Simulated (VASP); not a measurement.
## Ta: relaxation of cell and atoms with LDA

Ta:

```
Ta
1.0
    -1.62689    1.62689    1.62689
     1.62689   -1.62689    1.62689
     1.62689    1.62689   -1.62689
Ta
1
Direct
  0.00000 0.00000 0.00000
```

```
Program                : VASP 6.6.1
Task                   : relaxation of cell and atoms
Functional             : LDA
Potentials or basis    : VASP PAW LDA potentials, release 64 (Ta_pv)
Cutoff                 : 600 eV
k mesh                 : 24 × 24 × 24
Occupations            : fermi-dirac, width 0.08 eV
Spin                   : no spin polarisation
Target pressure        : 15 GPa
Dipole correction      : no
Further INCAR settings : ALGO = Normal; EDIFF = 1e-07; IBRION = 2; EDIFFG = -0.002; NSW = 100; ISIF = 3
```

The relaxed volume is 16.27 Å³/atom, the relaxed cell is a = 2.765 Å, b = 2.765 Å, c = 2.765 Å, α = 109.47°, β = 109.47°, γ = 109.47° and the space group after relaxing (to 0.1 Å) is Im-3m (No. 229). The energy change on relaxing (the run minimises the enthalpy) is +45.4 meV/atom and the ionic steps are 7. The pressure after relaxing is 15.0 GPa. The band gap on the k mesh is zero (an odd number of electrons rules out a gap without spin polarisation).

Step by step:
| step | energy change (eV) | largest force (eV/Å) | pressure (GPa) | volume (Å³) |
| --- | --- | --- | --- | --- |
| 1 | 0.0000 | 0.0000 | 0.87 | 17.22 |
| 2 | 0.7270 | 0.0000 | 77.94 | 13.71 |
| 3 | 0.0397 | 0.0000 | 13.94 | 16.33 |
| 4 | 0.0446 | 0.0000 | 14.86 | 16.28 |
| 5 | 0.0464 | 0.0000 | 15.17 | 16.26 |
| 6 | 0.0432 | 0.0000 | 14.59 | 16.29 |
| 7 | 0.0454 | 0.0000 | 15.00 | 16.27 |

Final structure:
```
Ta
1.0
    -1.59626    1.59626    1.59626
     1.59626   -1.59626    1.59626
     1.59626    1.59626   -1.59626
Ta
1
Direct
  0.00000 0.00000 0.00000
```

Levels at points of the mesh, in eV from the Fermi level:
| k point | band 3 | band 4 | band 5 | band 6 | band 7 | band 8 | band 9 |
| --- | --- | --- | --- | --- | --- | --- | --- |
| (0.00, 0.00, 0.00) | -32.49 | -8.21 | 0.65 | 0.65 | 0.65 | 4.29 | 4.29 |
| (0.50, 0.00, 0.00) | -32.51 | -4.85 | -1.92 | 2.28 | 4.25 | 5.39 | 8.80 |
| (0.50, 0.50, 0.50) | -33.63 | -4.47 | -4.47 | 7.65 | 7.65 | 7.65 | 9.75 |

It took 69 s on 1 thread of Intel(R) Xeon(R) 6975P-C (Granite Rapids), on a shared host, peak memory 0.22 GiB.

Caveat: the cell is relaxed towards a set pressure, so the run minimises the enthalpy, not the energy; spin-orbit coupling is left out, which moves the levels of the heavy elements. Zero-point motion and thermal expansion aren't in these numbers.
